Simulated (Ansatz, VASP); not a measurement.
PbF2 in VASP and in Ansatz

File INCAR:

```
SYSTEM = PbF2
PREC     = Accurate       ! precision mode
ENCUT    = 600            ! plane-wave cutoff, eV
EDIFF    = 1E-7           ! SCF threshold, eV
ISMEAR   = 0              ! smearing method
SIGMA    = 0.02           ! smearing width, eV
LREAL    = .False.        ! projectors in reciprocal space
LASPH    = .True.         ! aspherical terms in the spheres
NELM     = 60             ! most SCF steps
ALGO     = Normal         ! electronic algorithm
ISIF     = 3              ! what is computed and relaxed
LWAVE    = .False.        ! write WAVECAR
LCHARG   = .False.        ! write CHGCAR
IBRION   = 2              ! ionic algorithm
NSW      = 70             ! ionic steps
EDIFFG   = -0.005         ! ionic threshold
```

KPOINTS

```
Automatic mesh
0
Gamma
  8 8 8
  0 0 0
```

The input POSCAR:

```
PbF2
1.0
    0.0000000000      2.9811575327      2.9811575327
    2.9811575327      0.0000000000      2.9811575327
    2.9811575327      2.9811575327      0.0000000000
Pb F
1 2
Direct
    0.0000000000      0.0000000000      0.0000000000
    0.2500000000      0.2500000000      0.2500000000
    0.7500000000      0.7500000000      0.7500000000
```

Input for Ansatz:

```yaml
crystal:
  lattice:
    - [0.0, 2.9811575327, 2.9811575327]
    - [2.9811575327, 0.0, 2.9811575327]
    - [2.9811575327, 2.9811575327, 0.0]
  atoms:
    - { symbol: Pb, position: [0.0, 0.0, 0.0] }
    - { symbol: F, position: [0.25, 0.25, 0.25] }
    - { symbol: F, position: [0.75, 0.75, 0.75] }
basis:
  ecutwfc: 420
kpoints:
  mp_grid: { grid: [8, 8, 8] }
hamiltonian:
  xc: lda
scf:
  occupations: { method: gaussian, width: 0.02 }
output:
  forces: true
  stress: true
  eigenvalues: true
  write_density: true
  write_potential: true
  elf: true
  volumetric_format: npy
relax:
  adjacent_minimum: "off"
  f_tol: 0.005
  max_steps: 50
  cell: { stress_tol: 0.05 }
```

Alike in both runs: task relaxation of cell and atoms; functional LDA; k mesh 8 × 8 × 8; occupations gaussian, width 0.02 eV; no spin polarisation.

```csv
,VASP,Ansatz
version,VASP 6.6.1,Ansatz 0.2.0
potentials or method,"VASP PAW LDA potentials, release 64 (Pb_d, F), cutoff 600 eV","scalar-relativistic, plane waves, PAW"
valence electrons in the cell,28,28
```

```tsv
	VASP	Ansatz	Ansatz less VASP
gap on the k mesh at the Fermi level, each at its own relaxed structure (eV)	4.20	4.25	+0.044
relaxed volume (Å³/atom)	16.34	16.36	+0.020
relaxed cell length with the largest relative difference (Å)	4.108	4.110	+0.0017
```

LDA's correlation is that of Perdew and Zunger in VASP and of Perdew and Wang (1992) in Ansatz.

Spin-orbit coupling is off throughout.
